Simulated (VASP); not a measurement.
# C (P-1) in VASP: further runs

Runs on C. Level: PBEsol. Tasks: single point.

Program: VASP 6.6.1. These are calculated values, not measurements. Logs are shortened: lines on timing, memory, paths and dates and some standing lists are left out, and cuts for length are marked.

## 1. The cell of the first run

The typed cell holds 2 atoms: a = 3.641 Å, b = 3.647 Å, c = 3.644 Å, α = 39.92°, β = 39.39°, γ = 39.06°.

## 2. Single point, PBEsol (atoms moved at random and the cell strained at random)

File INCAR:

```
SYSTEM = C
  PREC = Accurate
  ENCUT = 520
  EDIFF = 1E-6
  ISMEAR = 0
  SIGMA = 0.02
  LREAL = .FALSE.
  LASPH = .TRUE.
  NELM = 80
  ALGO = Normal
  ISIF = 2
  LWAVE = .FALSE.
  LCHARG = .TRUE.
  GGA = PS
  LELF = .TRUE.
  LVHAR = .TRUE.
  NBANDS = 11
```

File KPOINTS:

```
regular mesh
0
G
  15 15 15
  0 0 0
```

File POSCAR:

```
C
1.0
    1.2133652464      0.7142566581      3.3574261174
   -1.2228916619      0.7340033217      3.3567384226
    0.0123379046     -1.4269729908      3.3525730215
C
2
Direct
    0.1260839228      0.2070919568      0.1597473322
    0.8739160772      0.7929080432      0.8402526678
```

Potentials or basis: VASP PAW PBE potentials, release 64 (C).

Command:

```console
cat potpaw_PBE.64/C/POTCAR > POTCAR
mpirun -np 1 vasp_std > vasp.out
```

OUTCAR:

```text
SYSTEM = C
   PREC = Accurate
   ENCUT = 520
   EDIFF = 1E-6
   ISMEAR = 0
   LREAL = .FALSE.
   LASPH = .TRUE.
   NELM = 80
   ISIF = 2
   GGA = PS

 ion  position               nearest neighbor table
   1  0.126  0.207  0.160-   2 1.25   2 1.47   2 1.57
   2  0.874  0.793  0.840-   1 1.25   1 1.47   1 1.57

  Warning from LATTYP: Got some problem with cell dimensions!
  Tried to take original basis but could not verify dimensions!
  LATTYP: Found a triclinic cell.
 ALAT       =     4.2107668510
 B/A-ratio  =     1.4402124883
 C/A-ratio  =     2.0019152886
 COS(alpha) =     0.0012798483
 COS(beta)  =     0.5861536683
 COS(gamma) =     0.8068206783

  Lattice vectors:

 A1 = (  -3.6372842501,  -2.1214829853,  -0.0055407907)
 A2 = (  -4.8601759120,  -1.3874796636,   3.3511976319)
 A3 = (  -3.6277578346,  -3.5697429651,  -6.7197053307)

Analysis of symmetry for initial positions (statically):
=====================================================================
 Subroutine PRICEL returns:
 Original cell was already a primitive cell.

 Routine SETGRP: Setting up the symmetry group for a
 triclinic supercell.

 Subroutine GETGRP returns: Found  2 space group operations
 (whereof  2 operations were pure point group operations)
 out of a pool of  2 trial point group operations.

The static configuration has the point symmetry S_2 .

Analysis of symmetry for dynamics (positions and initial velocities):
=====================================================================
 Subroutine PRICEL returns:
 Original cell was already a primitive cell.

 Routine SETGRP: Setting up the symmetry group for a
 triclinic supercell.

 Subroutine GETGRP returns: Found  2 space group operations
 (whereof  2 operations were pure point group operations)
 out of a pool of  2 trial point group operations.

The dynamic configuration has the point symmetry S_2 .

 Subroutine INISYM returns: Found  2 space group operations
 (whereof  2 operations are pure point group operations),
 and found     1 'primitive' translations

----------------------------------------------------------------------------------------

                                     Primitive cell

  volume of cell :      17.5842

  direct lattice vectors                    reciprocal lattice vectors
     1.213365246  0.714256658  3.357426117     0.412346761  0.235510072  0.098723880
    -1.222891662  0.734003322  3.356738423    -0.408637697  0.228982796  0.098966971
     0.012337905 -1.426972991  3.352573022    -0.003798255 -0.465118285  0.100321642

  length of vectors
     3.640704318  3.647179421  3.643645154     0.485016752  0.478761266  0.475829673

  position of ions in fractional coordinates (direct lattice)
     0.126083923  0.207091957  0.159747332
     0.873916077  0.792908043  0.840252668

  ion indices of the primitive-cell ions
   primitive index   ion index
                 1           1
                 2           2

----------------------------------------------------------------------------------------

 KPOINTS: regular mesh

Automatic generation of k-mesh.
 Grid dimensions read from file:
 generate k-points for:   15   15   15

 Generating k-lattice:

  Cartesian coordinates                     Fractional coordinates (reciprocal lattice)
     0.027489784  0.015700671  0.006581592     0.066666667 -0.000000000  0.000000000
    -0.027242513  0.015265520  0.006597798     0.000000000  0.066666667 -0.000000000
    -0.000253217 -0.031007886  0.006688109    -0.000000000 -0.000000000  0.066666667

  Length of vectors
     0.032334450  0.031917418  0.031721978

  Shift w.r.t. Gamma in fractional coordinates (k-lattice)
     0.000000000  0.000000000  0.000000000

 Subroutine IBZKPT returns following result:
 ===========================================

 Found   1688 irreducible k-points:

 Following reciprocal coordinates:
            Coordinates               Weight
  0.000000  0.000000  0.000000      1.000000
  0.066667 -0.000000 -0.000000      2.000000
  0.133333 -0.000000  0.000000      2.000000
  0.200000 -0.000000  0.000000      2.000000
  0.266667 -0.000000  0.000000      2.000000
  0.333333 -0.000000  0.000000      2.000000
[... 16 lines left out ...]
 -0.066667  0.066667 -0.000000      2.000000
 -0.000000  0.133333 -0.000000      2.000000
 [... further k-points ...]
   k-points           NKPTS =   1688   k-points in BZ     NKDIM =   1688   number of bands    NBANDS=     11
   number of dos      NEDOS =    301   number of ions     NIONS =      2
   total plane-waves  NPLWV =  21952
   dimension x,y,z NGX =    28 NGY =   28 NGZ =   28
   dimension x,y,z NGXF=    56 NGYF=   56 NGZF=   56
   ions per type =               2
   NGX,Y,Z   is equivalent  to a cutoff of  12.79, 12.76, 12.78 a.u.
   NGXF,Y,Z  is equivalent  to a cutoff of  25.57, 25.53, 25.55 a.u.
 SYSTEM =  C
   PREC   = accura    normal or accurate (medium, high low for compatibility)
   ISTART =      0    job   : 0-new  1-cont  2-samecut
   ICHARG =      2    charge: 1-file 2-atom 10-const
   ISPIN  =      1    spin polarized calculation?
   LNONCOLLINEAR =      F non collinear calculations
   LSORBIT =      F    spin-orbit coupling
   LASPH  =      T    aspherical Exc in radial PAW
   ENCUT  =  520.0 eV  38.22 Ry    6.18 a.u.   6.77  6.78  6.77*2*pi/ulx,y,z
   NELM   =     80;   NELMIN=  2; NELMDL= -5     # of ELM steps
   EDIFF  = 0.1E-05   stopping-criterion for ELM
   LREAL  =      F    real-space projection
   EDIFFG = 0.1E-04   stopping-criterion for IOM
   NSW    =      0    number of steps for IOM
   IBRION =     -1    ionic relax: 0-MD 1-quasi-New 2-CG
   NFREE  =      0    steps in history (QN), initial steepest desc. (CG)
   ISIF   =      2    stress and relaxation
   ISYM   =      2    0-nonsym 1-usesym 2-fastsym
   POTIM  = 0.5000    time-step for ionic-motion
   TEBEG  =    0.0;   TEEND  =   0.0 temperature during run
   PSTRESS=    0.0 pullay stress
   NELECT =       8.0000    total number of electrons
   NUPDOWN=      -1.0000    fix difference up-down
   EMIN   =  10.00;   EMAX   =-10.00  energy-range for DOS
   EFERMI =   0.00;   METHOD = LEGACY
   ISMEAR =     0;   SIGMA  =   0.02  broadening in eV -4-tet -1-fermi 0-gaus
   EFERMI_NEDOS =   21; number of points for ismear=-14 and -15
   IALGO  =     38    algorithm
   IMIX   =      4    mixing-type and parameters
     AMIX     =   0.40;   BMIX     =  1.00
     AMIX_MAG =   1.60;   BMIX_MAG =  1.00
  volume/ion in A,a.u.               =       8.79        59.33
  Fermi-wavevector in a.u.,A,eV,Ry     =   1.259112  2.379376 21.570159  1.585362
  Thomas-Fermi vector in A             =   2.392688
   LORBIT       =      0    0 simple, 1 ext, 2 COOP (PROOUT), +10 PAW based schemes
   GGA     = PS    functional components
   LHFCALC =     F    Hartree Fock is set to
   AEXX    =    0.0000 exact exchange contribution
   IVDW    =     0    specifies the selected vdW correction
   LEPSILON=     F    determine dielectric tensor
   LRPA    =     F    only Hartree local field effects (RPA)
 non-spin polarized calculation
 Gauss-broadening in eV      SIGMA  =   0.02
  energy-cutoff  :      520.00
  volume of cell :       17.58
 maximum number of plane-waves:       487
   NGX = 13   NGY = 13   NGZ = 13

 number of electron       8.0000000 magnetization

 Free energy of the ion-electron system (eV)
  ---------------------------------------------------
  ext. energy  EPLUGINS =         0.00000000
  ---------------------------------------------------
  free energy    TOTEN  =       -18.14728258 eV

  energy without entropy =      -18.14719415  energy(sigma->0) =      -18.14723836

 E-fermi :   4.3663     XC(G=0): -10.5348

 val. band max:        4.3627505661   @ k =   0.1333   0.1333   0.2000
 cond. band min:       4.3673237660   @ k =   0.0667   0.0667   0.1333
 fundamental gap:      0.0045731999
 Fermi energy:         4.3662637098

 k-point     1 :       0.0000    0.0000    0.0000
  band No.  band energies     occupation
      1     -15.0933      2.00000
      2      -2.0971      2.00000
      3      -0.9970      2.00000
      4       4.8584      0.00000
      5       8.6365      0.00000
      6       9.4812      0.00000
      7      15.5282      0.00000
      8      16.3526      0.00000
      9      18.5547      0.00000
     10      26.8478      0.00000
     11      29.0111      0.00000

 k-point     2 :       0.0667   -0.0000   -0.0000
  band No.  band energies     occupation
      1     -14.9825      2.00000
      2      -1.9946      2.00000
      3      -1.1514      2.00000
      4       4.1568      2.00000
      5       8.7469      0.00000
      6       9.8450      0.00000
      7      15.9213      0.00000
      8      16.0748      0.00000
      9      18.6817      0.00000
     10      27.2626      0.00000
     11      28.1613      0.00000

 k-point     3 :       0.1333   -0.0000    0.0000
  band No.  band energies     occupation
      1     -14.6514      2.00000
      2      -1.7075      2.00000
      3      -1.5617      2.00000
      4       2.5722      2.00000
      5       9.1539      0.00000
      6      10.4266      0.00000
      7      15.2294      0.00000
      8      17.0155      0.00000
      9      19.1662      0.00000
     10      26.2613      0.00000
     11      28.2310      0.00000
[... 267 lines left out ...]
 k-point    23 :      -0.0667    0.0667   -0.0000
  band No.  band energies     occupation
      1     -14.7742      2.00000
      2      -1.7466      2.00000
      3      -1.5815      2.00000
      4       3.1596      2.00000
      5       8.9998      0.00000
      6      11.0397      0.00000
      7      15.1859      0.00000
      8      15.6724      0.00000
      9      19.0682      0.00000
     10      27.6181      0.00000
     11      28.3200      0.00000

 k-point    24 :      -0.0000    0.1333   -0.0000
  band No.  band energies     occupation
      1     -14.6826      2.00000
      2      -1.9897      2.00000
      3      -1.6352      2.00000
      4       3.1197      2.00000
      5       9.2286      0.00000
      6      11.7357      0.00000
      7      14.5654      0.00000
      8      15.3161      0.00000
      9      19.0458      0.00000
     10      28.1757      0.00000
     11      28.7130      0.00000

 [... further k-points ...]

------------------------ aborting loop because EDIFF is reached ----------------------------------------

  FORCE on cell =-STRESS in cart. coord.  units (eV):
  Direction    XX          YY          ZZ          XY          YZ          ZX
  --------------------------------------------------------------------------------------
  -------------------------------------------------------------------------------------
  Total        4.3661725      1.4532183      0.0838851     -2.5099875      0.2063677     -0.5501099
  in kB      397.8227767    132.4096436      7.6431716   -228.6969214     18.8031430    -50.1231362
  external PRESSURE =     179.2918640 kB  Pullay stress =       0.0000000 kB

 VOLUME and BASIS-vectors are now :
 -----------------------------------------------------------------------------
  energy-cutoff  :      520.00
  volume of cell :       17.58
      direct lattice vectors                 reciprocal lattice vectors
     1.213365246  0.714256658  3.357426117     0.412346761  0.235510072  0.098723880
    -1.222891662  0.734003322  3.356738423    -0.408637697  0.228982796  0.098966971
     0.012337905 -1.426972991  3.352573022    -0.003798255 -0.465118285  0.100321642

 POSITION                                       TOTAL-FORCE (eV/Angst)
 -----------------------------------------------------------------------------------
     -0.09829      0.01411      1.65404        10.958316     -3.834034      0.550984
      0.10111      0.00718      8.41270       -10.958316      3.834034     -0.550984
 -----------------------------------------------------------------------------------
    total drift:                                0.000000      0.000000     -0.000000

  FREE ENERGIE OF THE ION-ELECTRON SYSTEM (eV)
  ---------------------------------------------------
  free  energy   TOTEN  =       -18.1472825765 eV

  energy  without entropy=      -18.1471941467  energy(sigma->0) =      -18.14723836
```

It took 15 min on 1 thread of Intel Xeon 8259CL, shared host; peak memory 0.37 GiB.

What came out:

```yaml
Free_energy: -18.1473 eV
Pressure: 17.9 GPa
Largest_force: 11.623 eV/Å
Band_gap_on_the_k_mesh: zero (bands 4 and 5 overlap by 0.87 eV)
```

Forces on the atoms (eV/Å):
```
C    10.958  -3.834   0.551
C   -10.958   3.834  -0.551
```

Levels at points of the mesh, in eV from the Fermi level:
```
           k point  band 2  band 3  band 4  band 5  band 6  band 7
(0.00, 0.00, 0.00)   -6.46   -5.36    0.49    4.27    5.11   11.16
```

Caveat: the cell differs from its parent crystal (atoms moved at random and the cell strained at random); the cell stands under pressure; this functional lacks dispersion, which binds the layers, so the pressure and a relaxed spacing across them are unreliable; the PAW data sets were made with another functional, which shifts forces and pressure a little.

## 3. Single point, PBEsol (atoms moved at random and the cell strained at random)

File INCAR:

```
PREC = Accurate
ENCUT = 520
EDIFF = 1E-6
ISMEAR = 0
SIGMA = 0.02
LREAL = False
LASPH = True
NELM = 80
ALGO = Normal
ISIF = 2
LWAVE = False
LCHARG = True
GGA = PS
LELF = True
LVHAR = True
NBANDS = 11
```

File KPOINTS:

```
regular mesh
0
Gamma
  15 15 15
```

File POSCAR:

```
C
1.0
    1.3151318836      0.6630639621      3.4159892441
   -1.1769265419      0.6555730014      3.3668681903
    0.0626153086     -1.4655372693      3.4225467861
C
2
Direct
    0.1497849379      0.1215037857      0.2338035555
    0.8502150621      0.8784962143      0.7661964445
```

Potentials or basis: VASP PAW PBE potentials, release 64 (C).

Command:

```console
cat potpaw_PBE.64/C/POTCAR > POTCAR
mpirun -np 1 vasp_std > vasp.out
```

It took 15 min on 1 thread of Intel Xeon 8259CL, shared host; peak memory 0.38 GiB.

Results (log left out):

```
Free energy            : -16.4963 eV
Pressure               : 45.8 GPa
Largest force          : 22.836 eV/Å
Band gap on the k mesh : zero (bands 4 and 5 overlap by 1.97 eV)
```

Forces on the atoms (eV/Å):
```
C    -0.284  22.829  -0.488
C     0.284 -22.829   0.488
```

Stress tensor (GPa, compression positive):
```
 -5.96   7.18  -0.48
  7.18 143.14   4.56
 -0.48   4.56   0.33
```

Levels at points of the mesh, in eV from the Fermi level:
| k point | band 1 | band 2 | band 3 | band 4 | band 5 | band 6 | band 7 | band 8 |
| --- | --- | --- | --- | --- | --- | --- | --- | --- |
| (0.00, 0.00, 0.00) | -20.10 | -7.35 | -6.89 | 1.16 | 2.40 | 3.64 | 9.67 | 11.75 |

Caveat: the cell differs from its parent crystal (atoms moved at random and the cell strained at random); the cell stands under pressure; this functional lacks dispersion, which binds the layers, so the pressure and a relaxed spacing across them are unreliable; the PAW data sets were made with another functional, which shifts forces and pressure a little.
